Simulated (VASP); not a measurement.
Write the native input for VASP 6.6.1 that does the following.

```yaml
Task: single point
Functional: PBEsol
Potentials_or_basis: VASP PAW PBE potentials, release 64 (Ni)
Cutoff: 600 eV
k_mesh: 18 × 18 × 18
Occupations: fermi-dirac, width 0.05 eV
Spin: collinear spin, ferromagnetic start
Starting_moments: "[0.562] μB"
Dipole_correction: no
Further_INCAR_settings: ALGO = Normal; EDIFF = 1e-06; NBANDS = 15
```

The structure of Ni lies in POSCAR:

```
Ni
1.0
   -1.3959661324      1.3959661324      1.3959661324
    1.3959661324     -1.3959661324      1.3959661324
    1.3959661324      1.3959661324     -1.3959661324
Ni
1
Direct
    0.0000000000      0.0000000000      0.0000000000
```

This cell differs from its parent crystal: volume scaled by 1.04.

These files were run (other wordings do the same):

INCAR

```
PREC = Accurate ; ENCUT = 600
EDIFF = 1E-6 ; ISMEAR = -1
SIGMA = 0.05 ; LREAL = F
LASPH = T ; NELM = 200
ALGO = Normal ; ISIF = 2
LWAVE = F ; LCHARG = F
ISPIN = 2 ; MAGMOM = 0.562
LORBIT = 11 ; LMAXMIX = 4
GGA = PS ; NBANDS = 15
GGA_COMPAT = F
```

KPOINTS

```
regular mesh
0
Gamma
  18 18 18
```

Potentials or basis: VASP PAW PBE potentials, release 64 (Ni).

Run with:

```bash
$ cat potpaw_PBE.64/Ni/POTCAR > POTCAR
$ mpirun -np 1 vasp_std > vasp.out
```

Results of the run:

```
Pressure                                              : -7.9 GPa
Net moment                                            : 0.56 μB per cell
Site moments                                          : Ni +0.57 μB
Valence electrons inside the program's atomic spheres : Ni 9.32
```

Caveat: the PAW data sets were made with another functional, which shifts forces and pressure a little.

It took 56 s on 1 thread of Intel(R) Xeon(R) Platinum 8559C (Emerald Rapids), on a shared host, peak memory 0.17 GiB.
